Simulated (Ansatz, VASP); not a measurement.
## One calculation of Co, two programs

The input POSCAR:

```
Co
1.0
    1.5223486649      0.8789284115      2.8230130800
   -1.5223486649      0.8789284115      2.8230130800
    0.0000000000     -1.7578568230      2.8230130800
Co
2
Direct
    0.2275400000      0.2275400000      0.2275400000
    0.7724600000      0.7724600000      0.7724600000
```

INCAR.step1

```
SYSTEM = Co
PREC     = Accurate       ! precision mode
ENCUT    = 600            ! plane-wave cutoff, eV
ISMEAR   = 0              ! smearing method
SIGMA    = 0.1            ! smearing width, eV
LREAL    = .FALSE.        ! projectors in reciprocal space
LASPH    = .TRUE.         ! aspherical terms in the spheres
NELM     = 150            ! most SCF steps
ISPIN    = 2              ! spin polarisation
MAGMOM   = 2.09 2.09      ! initial moments
LMAXMIX  = 4              ! l up to which the mixer works
GGA      = PE             ! functional
ALGO     = Normal         ! electronic algorithm
EDIFF    = 1E-4           ! SCF threshold, eV
LWAVE    = .TRUE.         ! write WAVECAR
LCHARG   = .FALSE.        ! write CHGCAR
```

File INCAR.step2:

```
SYSTEM = Co
PREC     = Accurate       ! precision mode
ENCUT    = 600            ! plane-wave cutoff, eV
EDIFF    = 1E-6           ! SCF threshold, eV
ISMEAR   = 0              ! smearing method
SIGMA    = 0.1            ! smearing width, eV
LREAL    = .FALSE.        ! projectors in reciprocal space
LASPH    = .TRUE.         ! aspherical terms in the spheres
NELM     = 150            ! most SCF steps
ALGO     = Normal         ! electronic algorithm
ISIF     = 3              ! what is computed and relaxed
LWAVE    = .FALSE.        ! write WAVECAR
LCHARG   = .FALSE.        ! write CHGCAR
ISPIN    = 2              ! spin polarisation
MAGMOM   = 2.09 2.09      ! initial moments
LORBIT   = 11             ! projections on sites
LMAXMIX  = 4              ! l up to which the mixer works
METAGGA  = R2SCAN         ! meta-GGA
LMIXTAU  = .TRUE.       
IBRION   = 2              ! ionic algorithm
NSW      = 90             ! ionic steps
EDIFFG   = -0.04          ! ionic threshold
ISTART   = 1
```

Contents of KPOINTS:

```
Automatic mesh
0
G
  6 6 6
  0 0 0
```

Input for Ansatz:

```yaml
crystal:
  lattice:
    - [1.5223486649, 0.8789284115, 2.82301308]
    - [-1.5223486649, 0.8789284115, 2.82301308]
    - [0.0, -1.757856823, 2.82301308]
  atoms:
    - { symbol: Co, position: [0.22754, 0.22754, 0.22754], spin: 2.09 }
    - { symbol: Co, position: [0.77246, 0.77246, 0.77246], spin: 2.09 }
basis:
  ecutwfc: 500
kpoints:
  mp_grid: { grid: [6, 6, 6] }
hamiltonian:
  xc: r2scan
scf:
  occupations: { method: gaussian, width: 0.1 }
  lower_state_search: "off"
output:
  forces: true
  stress: true
  eigenvalues: true
  populations: true
magnetization:
  spin_polarized: true
relax:
  adjacent_minimum: "off"
  f_tol: 0.04
  max_steps: 70
  cell: { stress_tol: 0.4 }
```

Alike in both runs: task relaxation of cell and atoms; functional r2SCAN; k mesh 6 × 6 × 6; occupations gaussian, width 0.1 eV; collinear spin.

```csv
,VASP,Ansatz
version,VASP 6.6.1,Ansatz 0.2.0
potentials or method,"VASP PAW PBE potentials, release 64 (Co), cutoff 600 eV","scalar-relativistic, plane waves, PAW"
valence electrons in the cell,18,34
```

```tsv
	VASP	Ansatz	Ansatz less VASP
gap on the k mesh at the Fermi level, each at its own relaxed structure (eV)	none	none	-
net moment per atom (μB)	1.71	1.71	+0.003
size of the moment on the site where the two differ most (μB)	1.76	1.83	+0.069
relaxed volume (Å³/atom)	10.62	10.62	+0.001
relaxed cell length with the largest relative difference (Å)	4.282	4.285	+0.0027
```

VASP's potentials were made for PBE, not for r2SCAN. Site moments also hang on the region over which each program counts them. A gap of «none» marks a metal or a gap that the smearing closes. VASP's potentials hold 18 valence electrons a cell and Ansatz's 34, so a difference there can come from the potentials and not from the codes.

The k mesh is coarse, so the values compare programs but aren't converged.
